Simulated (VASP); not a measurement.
Input of a VASP 6.6.1 run:

File INCAR:

```
SYSTEM = CsC2
PREC     = Accurate       ! precision mode
ENCUT    = 600            ! plane-wave cutoff, eV
EDIFF    = 1E-7           ! SCF threshold, eV
ISMEAR   = 0              ! smearing method
SIGMA    = 0.1            ! smearing width, eV
LREAL    = .FALSE.        ! projectors in reciprocal space
LASPH    = .TRUE.         ! aspherical terms in the spheres
NELM     = 150            ! most SCF steps
ALGO     = Normal         ! electronic algorithm
ISIF     = 3              ! what is computed and relaxed
LWAVE    = .FALSE.        ! write WAVECAR
LCHARG   = .FALSE.        ! write CHGCAR
ISPIN    = 2              ! spin polarisation
MAGMOM   = 0 0 1 1 1 1    ! initial moments
LORBIT   = 11             ! projections on sites
GGA      = PE             ! functional
IBRION   = 2              ! ionic algorithm
NSW      = 90             ! ionic steps
EDIFFG   = -0.04          ! ionic threshold
```

File KPOINTS:

```
Automatic mesh
0
G
  4 4 4
  0 0 0
```

Contents of POSCAR:

```
CsC2
1.0
    5.4741075700      0.0000000000      0.0000000000
    0.0000000000      5.4741075700      0.0000000000
    0.0000000000      0.0000000000      5.4741075700
Cs C
2 4
Direct
    0.0000000000      0.0000000000      0.0000000000
    0.5000000000      0.5000000000      0.5000000000
    0.2500000000      0.2500000000      0.2500000000
    0.2500000000      0.7500000000      0.7500000000
    0.7500000000      0.7500000000      0.2500000000
    0.7500000000      0.2500000000      0.7500000000
```

Potentials or basis: VASP PAW PBE potentials, release 64 (Cs_sv, C).

Run with:

```console
$ cat potpaw_PBE.64/Cs_sv/POTCAR potpaw_PBE.64/C/POTCAR > POTCAR
$ mpirun -np 1 vasp_std > vasp.out
```

Task: Estimate the net moment.

Result: 10.00 μB per cell.

Task: What does it give for the relaxed cell?

Result: a = 6.924 Å, b = 6.924 Å, c = 6.924 Å, α = 90.00°, β = 90.00°, γ = 90.00°.

Task: Predict the site moments.

Result: Cs +0.09; C +1.10 μB.

Task: What does it give for the space group after relaxing (to 0.1 Å)?

Result: Pn-3m (No. 224).

Final structure:
```
CELL_PARAMETERS angstrom
6.92447 0.00000 0.00000
0.00000 6.92447 0.00000
0.00000 0.00000 6.92447
ATOMIC_POSITIONS crystal
Cs 0.00000 0.00000 0.00000
Cs 0.50000 0.50000 0.50000
C 0.25000 0.25000 0.25000
C 0.25000 0.75000 0.75000
C 0.75000 0.75000 0.25000
C 0.75000 0.25000 0.75000
```

Caveat: the highest band is partly filled, so the run has too few bands.
